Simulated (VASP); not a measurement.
A run of VASP 6.6.1:

INCAR

```
SYSTEM = MoS2
  PREC = Accurate
  ENCUT = 520
  EDIFF = 1E-7
  ISMEAR = -1
  SIGMA = 0.05
  LREAL = .False.
  LASPH = .True.
  NELM = 100
  ALGO = Normal
  ISIF = 2
  LWAVE = .False.
  LCHARG = .False.
  GGA = CA
  NBANDS = 20
```

The input KPOINTS:

```
regular mesh
0
Gamma
  10 10 2
  0 0 0
```

POSCAR

```
MoS2
1.0
    3.1841260822      0.0000000000      0.0000000000
   -1.5920630411      2.7575340760      0.0000000000
    0.0000000000      0.0000000000     17.3345999500
Mo S
1 2
Direct
    0.0000000000      0.0000000000      0.0000000000
    0.3333333333      0.6666666667      0.9105070200
    0.3333333333      0.6666666667      0.0894929800
```

Potentials or basis: VASP PAW LDA potentials, release 64 (Mo_sv, S).

Command:

```console
$ cat potpaw_LDA.64/Mo_sv/POTCAR potpaw_LDA.64/S/POTCAR > POTCAR
$ mpirun -np 1 vasp_std > vasp.out
```

Hardware: 1 thread of Intel Xeon 8259CL, with other jobs on the host.

Q: Estimate the wall time of this run.

A: Wall time 2.7 min on 1 thread of Intel Xeon 8259CL, with other jobs on the host, peak memory 0.26 GiB. Counts: scf iterations 23, k points 28.
